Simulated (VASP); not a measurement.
**Sn: single point with LDA**

Crystal: Sn.

```
CELL_PARAMETERS angstrom
-1.83781 1.83781 1.95149
1.83781 -1.83781 1.95149
1.83781 1.83781 -1.95149
ATOMIC_POSITIONS crystal
Sn 0.00000 0.00000 0.00000
```

This cell differs from its parent crystal: strain -0.030 along x and y, +0.030 along z.

- Program: VASP 6.6.1
- Task: single point
- Functional: LDA
- Potentials or basis: VASP PAW LDA potentials, release 64 (Sn_d)
- Cutoff: 520 eV
- k mesh: 18 × 18 × 18
- Occupations: gaussian, width 0.15 eV
- Spin: no spin polarisation
- Dipole correction: no
- Further INCAR settings: ALGO = Fast; EDIFF = 1e-07; NBANDS = 13

```json
{"Pressure": "-1.7 GPa", "Band gap on the k mesh": "zero (bands 7 and 8 overlap by 10.39 eV)"}
```

Stress tensor (GPa, compression positive):
```
-1.99  0.00  0.00
 0.00 -1.99  0.00
 0.00  0.00 -1.25
```

Levels at points of the mesh, in eV from the Fermi level:
```tsv
k point	band 3	band 4	band 5	band 6	band 7	band 8	band 9	band 10	band 11	band 12
(0.00, 0.00, 0.00)	-21.47	-21.35	-21.32	-11.34	7.90	8.16	8.16	11.78	12.64	12.64
(0.50, 0.00, 0.00)	-21.35	-21.33	-21.24	-6.64	-4.61	3.91	5.84	8.52	8.80	14.04
(0.50, 0.50, 0.00)	-21.33	-21.32	-21.23	-6.25	-4.44	3.17	4.81	7.61	7.83	16.37
(0.50, 0.50, 0.50)	-21.27	-21.25	-21.25	-2.55	-1.26	-0.14	-0.14	3.79	4.23	18.42
```

Wall time 2.3 min on 1 thread of Intel Xeon 8259CL, with other jobs on the host, peak memory 0.25 GiB.

Caveat: the cell differs from its parent crystal (strain -0.030 along x and y, +0.030 along z); spin-orbit coupling is left out, which moves the levels of the heavy elements.
